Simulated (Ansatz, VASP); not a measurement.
WS: VASP beside Ansatz

```
CELL_PARAMETERS angstrom
3.00675 0.00000 0.00000
0.00000 3.00675 0.00000
0.00000 0.00000 3.00675
ATOMIC_POSITIONS crystal
W 0.00000 0.00000 0.00000
S 0.50000 0.50000 0.50000
```

Alike in both runs: task relaxation of cell and atoms; functional PBE; k mesh 14 × 14 × 14; occupations gaussian, width 0.1 eV; no spin polarisation.

|  | VASP | Ansatz |
| --- | --- | --- |
| version | VASP 6.6.1 | Ansatz 0.2.0 |
| potentials or method | VASP PAW PBE potentials, release 64 (W_sv, S), cutoff 600 eV | scalar-relativistic, plane waves, PAW |
| valence electrons in the cell | 20 | 20 |

Ansatz gave:

| Property | Result |
| --- | --- |
| gap on the k mesh at the Fermi level, each at its own relaxed structure (eV) | none |
| relaxed volume (Å³/atom) | 13.61 |
| relaxed cell length with the largest relative difference (Å) | 3.008 |

Question: What did VASP give for the same quantities?

Answer: gap on the k mesh at the Fermi level, each at its own relaxed structure (eV): none; relaxed volume (Å³/atom): 13.64; relaxed cell length with the largest relative difference (Å): 3.010.

A gap of «none» marks a metal or a gap that the smearing closes.

Neither program's run includes spin-orbit coupling.
